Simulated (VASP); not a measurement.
Here is a VASP 6.6.1 calculation.

The input INCAR:

```
SYSTEM = La
  AGGAC = 1.0
  AGGAX = 1.0
  ALDAC = 0.0
  ALDAX = 1.0
  ALGO = Normal
  EDIFF = 1E-6
  ENCUT = 520
  GGA = B5
  ISIF = 2
  ISMEAR = -1
  LASPH = .True.
  LCHARG = .False.
  LREAL = .False.
  LWAVE = .False.
  NBANDS = 12
  NELM = 80
  PREC = Accurate
  SIGMA = 0.1
```

Contents of KPOINTS:

```
k-points
0
Gamma
  16 16 16
  0 0 0
```

POSCAR

```
La
1.0
    0.0000000000      2.8197180740      2.8197180740
    2.8197180740      0.0000000000      2.8197180740
    2.8197180740      2.8197180740      0.0000000000
La
1
Direct
    0.0000000000      0.0000000000      0.0000000000
```

Potentials or basis: VASP PAW PBE potentials, release 64 (La).

Command:

```bash
$ cat potpaw_PBE.64/La/POTCAR > POTCAR
$ mpirun -np 1 vasp_std > vasp.out
```

Task: Predict the pressure.

Result: -2.4 GPa.

Task: What does it give for the band gap on the k mesh?

Result: Zero (an odd number of electrons rules out a gap without spin polarisation).

Caveat: the PAW data sets were made with another functional, which shifts forces and pressure a little; spin-orbit coupling is left out, which moves the levels of the heavy elements.
